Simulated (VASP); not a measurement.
Runs of VASP 6.6.1 on GaN. The structure is that of space group P6_3mc (No. 186), or close to it. The cells are those of the table. 

```tsv
cell	gap on the mesh (eV)	pressure (GPa)	largest force (eV/Å)
a = 3.242, b = 3.242, c = 5.267 Å, angles 90.0, 90.0, 120.0°, 4 atoms	1.58	-3.1	0.12
a = 3.222, b = 3.222, c = 5.234 Å, angles 90.0, 90.0, 120.0°, 4 atoms	1.71	(d)	0.12
a = 3.115, b = 3.115, c = 5.061 Å, angles 90.0, 90.0, 120.0°, 4 atoms	2.39	21.6	0.15
a = 3.137, b = 3.137, c = 5.096 Å, angles 90.0, 90.0, 120.0°, 4 atoms	(b)	16.4	0.15
a = 3.201, b = 3.201, c = 5.200 Å, angles 90.0, 90.0, 120.0°, 4 atoms	1.84	(a)	0.13
a = 3.180, b = 3.180, c = 5.166 Å, angles 90.0, 90.0, 120.0°, 4 atoms	1.97	7.3	0.13
a = 3.159, b = 3.159, c = 5.131 Å, angles 90.0, 90.0, 120.0°, 4 atoms	2.11	11.6	(c)
```

Alike in all rows: task single point; level PBE; potentials or basis VASP PAW PBE potentials, release 64 (Ga_d, N); no spin polarisation; k mesh 12 × 12 × 4; cutoff (eV) 520; smearing gaussian 0.01 eV.

Task: Estimate the missing entries.

Result: (a) 3.5; (b) 2.25; (c) 0.14; (d) 0.1.

A k mesh can miss the band edges, and the runs leave out spin-orbit coupling on Ga.
